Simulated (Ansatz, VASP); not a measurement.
**LiH: VASP beside Ansatz**

The input INCAR:

```
SYSTEM = LiH
ALGO     = Normal         ! electronic algorithm
EDIFF    = 1E-6           ! SCF threshold, eV
ENCUT    = 520            ! plane-wave cutoff, eV
GGA      = PE             ! functional
ISIF     = 2              ! what is computed and relaxed
ISMEAR   = 0              ! smearing method
LASPH    = .True.         ! aspherical terms in the spheres
LCHARG   = .False.        ! write CHGCAR
LREAL    = .False.        ! projectors in reciprocal space
LWAVE    = .False.        ! write WAVECAR
NBANDS   = 9              ! bands
NELM     = 80             ! most SCF steps
PREC     = Accurate       ! precision mode
SIGMA    = 0.05           ! smearing width, eV
```

Contents of KPOINTS:

```
k-points
0
Gamma
  10 10 10
  0 0 0
```

Contents of POSCAR:

```
LiH
1.0
    0.0000000000      2.0325000000      2.1951000000
    2.0325000000      0.0000000000      2.1951000000
    2.0325000000      2.0325000000      0.0000000000
Li H
1 1
Direct
    0.0000000000      0.0000000000      0.0000000000
    0.5000000000      0.5000000000      0.5000000000
```

Input for Ansatz:

```yaml
crystal:
  lattice:
    - [0.0, 2.0325, 2.1951]
    - [2.0325, 0.0, 2.1951]
    - [2.0325, 2.0325, 0.0]
  atoms:
    - { symbol: Li, position: [0.0, 0.0, 0.0] }
    - { symbol: H, position: [0.5, 0.5, 0.5] }
basis:
  ecutwfc: 420
kpoints:
  mp_grid: { grid: [10, 10, 10] }
hamiltonian:
  xc: pbe
scf:
  occupations: { method: gaussian, width: 0.05 }
output:
  forces: true
  stress: true
  eigenvalues: true
```

Change from the starting cell: strain +0.000 along x and y, +0.080 along z, atoms carried along.

Alike in both runs: task single point; functional PBE; k mesh 10 × 10 × 10; occupations gaussian, width 0.05 eV; no spin polarisation.

|  | VASP | Ansatz |
| --- | --- | --- |
| version | VASP 6.6.1 | Ansatz 0.2.0 |
| potentials or method | VASP PAW PBE potentials, release 64 (Li_sv, H), cutoff 520 eV | scalar-relativistic, plane waves, PAW |
| valence electrons in the cell | 4 | 4 |

```tsv
	VASP	Ansatz	Ansatz less VASP
gap on the k mesh at the Fermi level (eV)	2.28	2.29	+0.007
least direct gap on the mesh (eV)	2.86	2.87	+0.009
```

The functional is the same, so the differences come from potentials, cutoffs and numerics.

Noted on VASP's run: the cutoff is short for stress, so the pressure is rough.
